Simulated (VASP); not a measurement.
Set up this calculation in VASP 6.6.1, as the native input.

```
Task                   : relaxation of cell and atoms
Functional             : PBEsol
Potentials or basis    : VASP PAW PBE potentials, release 64 (Sc_sv)
Cutoff                 : 600 eV
k mesh                 : 7 × 7 × 4
Occupations            : methfessel-paxton, width 0.1 eV
Spin                   : no spin polarisation
Dipole correction      : no
Further INCAR settings : ALGO = Normal; EDIFF = 1e-07; IBRION = 2; EDIFFG = -0.02; NSW = 60; ISIF = 3
```

The structure of Sc lies in POSCAR:

```
Sc
1.0
    3.3090000000      0.0000000000      0.0000000000
   -1.6545000000      2.8656780611      0.0000000000
    0.0000000000      0.0000000000      5.2733000000
Sc
2
Direct
    0.3333330000      0.6666670000      0.2500000000
    0.6666670000      0.3333330000      0.7500000000
```

One way to write it, as run:

INCAR

```
SYSTEM = Sc
ALGO     = Normal         ! electronic algorithm
EDIFF    = 1E-7           ! SCF threshold, eV
EDIFFG   = -0.02          ! ionic threshold
ENCUT    = 600            ! plane-wave cutoff, eV
GGA      = PS             ! functional
IBRION   = 2              ! ionic algorithm
ISIF     = 3              ! what is computed and relaxed
ISMEAR   = 1              ! smearing method
LASPH    = .True.         ! aspherical terms in the spheres
LCHARG   = .False.        ! write CHGCAR
LREAL    = .False.        ! projectors in reciprocal space
LWAVE    = .False.        ! write WAVECAR
NELM     = 100            ! most SCF steps
NSW      = 60             ! ionic steps
PREC     = Accurate       ! precision mode
SIGMA    = 0.1            ! smearing width, eV
```

KPOINTS

```
k-points
0
Gamma
  7 7 4
  0 0 0
```

Potentials or basis: VASP PAW PBE potentials, release 64 (Sc_sv).

Run with:

```bash
$ cat potpaw_PBE.64/Sc_sv/POTCAR > POTCAR
$ mpirun -np 1 vasp_std > vasp.out
```

Results of the run:

```json
{"Relaxed volume": "23.59 Å³/atom", "Relaxed cell": "a = 3.273 Å, b = 3.273 Å, c = 5.085 Å, α = 90.00°, β = 90.00°, γ = 120.00°", "Space group after relaxing (to 0.05 Å)": "P6_3/mmc (No. 194)", "Energy gained by relaxing": "17.6 meV/atom", "Ionic steps": "4", "Pressure after relaxing": "0.0 GPa", "Band gap on the k mesh": "zero (band 11 reaches 4.85 eV, above the bottom of band 12 at 3.33 eV)"}
```

Caveat: the PAW data sets were made with another functional, which shifts forces and pressure a little.

It took 75 s on 1 thread of Intel(R) Xeon(R) Platinum 8488C (Sapphire Rapids), on a shared host, peak memory 0.19 GiB.
